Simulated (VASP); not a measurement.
MnO:

```xyz
2
Lattice="3.0104 -1.7396 0.0000 3.0104 1.7396 0.0000 -2.0107 0.0000 2.8473" Properties=species:S:1:pos:R:3 pbc="T T T"
Mn    2.0049    0.0000    1.4255
O     4.0131    0.0000    0.7099
```

Base run:

| Property | Result |
| --- | --- |
| Program | VASP 6.6.1 |
| Functional | PBE |
| Potentials or basis | VASP PAW PBE potentials, release 64 (Mn_pv, O) |
| Cutoff | 520 eV |
| k mesh | 9 × 9 × 9 |
| Occupations | fermi-dirac, width 0.05 eV |
| Spin | collinear spin, ferromagnetic start |
| Starting moments | [4.0, 0.0] μB |

Its results: pressure -7.2 GPa; net moment 5.00 μB per cell; site moments Mn +4.45; O +0.17 μB.

Task: The run is repeated on the same cell with these changes: functional from PBE to LDA; potentials or basis from VASP PAW PBE potentials, release 64 (Mn_pv, O) to VASP PAW LDA potentials, release 64 (Mn_pv, O). What comes out?

Result: Pressure -15.5 GPa; net moment 4.99 μB per cell; site moments Mn +4.40; O +0.20 μB.

Caveats: the cell stands under tension; a cell with one magnetic atom can't hold antiferromagnetic order, which such compounds often take.
